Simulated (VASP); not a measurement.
Mg, 1 atom in the cell. The typed cell holds 1 atom: a = 2.599 Å, b = 2.599 Å, c = 2.599 Å, α = 109.46°, β = 109.46°, γ = 109.49°. This isn't the form of Mg at room conditions, which is hcp.

- Program: VASP 6.6.1
- Task: single point
- Functional: PBEsol
- Potentials or basis: VASP PAW PBE potentials, release 64 (Mg)
- Cutoff: 520 eV
- k mesh: 20 × 20 × 20
- Occupations: gaussian, width 0.1 eV
- Spin: no spin polarisation
- Dipole correction: no
- Further INCAR settings: ALGO = Normal; EDIFF = 1e-06; NBANDS = 7

Potentials or basis: VASP PAW PBE potentials, release 64 (Mg).

Command:

```console
$ cat potpaw_PBE.64/Mg/POTCAR > POTCAR
$ mpirun -np 1 vasp_std > vasp.out
```

Hardware: 1 thread of Intel Xeon 8259CL, with other jobs on the host.

Q: Estimate the wall time of this run.

A: Wall time 55 s on 1 thread of Intel Xeon 8259CL, on a shared host, peak memory 0.18 GiB. Counts: scf iterations 10, k points 641.
